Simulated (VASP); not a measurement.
**AlCo: relaxation of cell and atoms with PBE**

Crystal: AlCo.

```xyz
2
Lattice="2.8040 0.0000 0.0000 0.0000 2.8040 0.0000 0.0000 0.0000 2.8040" Properties=species:S:1:pos:R:3 pbc="T T T"
Al    0.0000    0.0000    0.0000
Co    1.4020    1.4020    1.4020
```

```yaml
Program: VASP 6.6.1
Task: relaxation of cell and atoms
Functional: PBE
Potentials_or_basis: VASP PAW PBE potentials, release 64 (Al, Co)
Cutoff: 600 eV
k_mesh: 14 × 14 × 14
Occupations: gaussian, width 0.1 eV
Spin: no spin polarisation
Target_pressure: 10 GPa
Dipole_correction: no
Further_INCAR_settings: ALGO = Fast; EDIFF = 1e-06; IBRION = 2; EDIFFG = -0.008; NSW = 70; ISIF = 3
```

```yaml
Pressure_after_relaxing: 10.0 GPa
Band_gap_on_the_k_mesh: zero (band 6 reaches 13.63 eV, above the bottom of band 7 at 10.99 eV)
```

Final structure:
```cif
data_structure
_symmetry_space_group_name_H-M 'P 1'
_symmetry_Int_Tables_number 1
_cell_length_a 2.8040
_cell_length_b 2.8040
_cell_length_c 2.8040
_cell_angle_alpha 90.000
_cell_angle_beta 90.000
_cell_angle_gamma 90.000
_cell_volume 22.05
loop_
_atom_site_label
_atom_site_type_symbol
_atom_site_fract_x
_atom_site_fract_y
_atom_site_fract_z
_atom_site_occupancy
Al1 Al 0.00000 0.00000 0.00000 1
Co1 Co 0.50000 0.50000 0.50000 1
```

Levels at points of the mesh, in eV from the Fermi level:
| k point | band 4 | band 5 | band 6 | band 7 | band 8 | band 9 |
| --- | --- | --- | --- | --- | --- | --- |
| (0.00, 0.00, 0.00) | -0.92 | -0.92 | -0.92 | 6.20 | 6.20 | 6.20 |
| (0.50, 0.00, 0.00) | -1.85 | -1.85 | -0.80 | 0.19 | 8.44 | 10.87 |
| (0.50, 0.50, 0.00) | -2.80 | -1.64 | -1.64 | -0.27 | 2.56 | 3.72 |
| (0.50, 0.50, 0.50) | -0.23 | -0.23 | 2.37 | 2.37 | 2.37 | 4.55 |

It took 53 s on 1 thread of AMD EPYC 7R43 64-Core Processor (Zen 3), with other jobs on the host, peak memory 0.13 GiB.

Caveat: the relaxation stopped at its first step, so nothing moved; the cell is relaxed towards a set pressure, so the enthalpy falls and the energy may rise. Spin polarisation is off, so any magnetic state and its effect on volume and gap are missing.
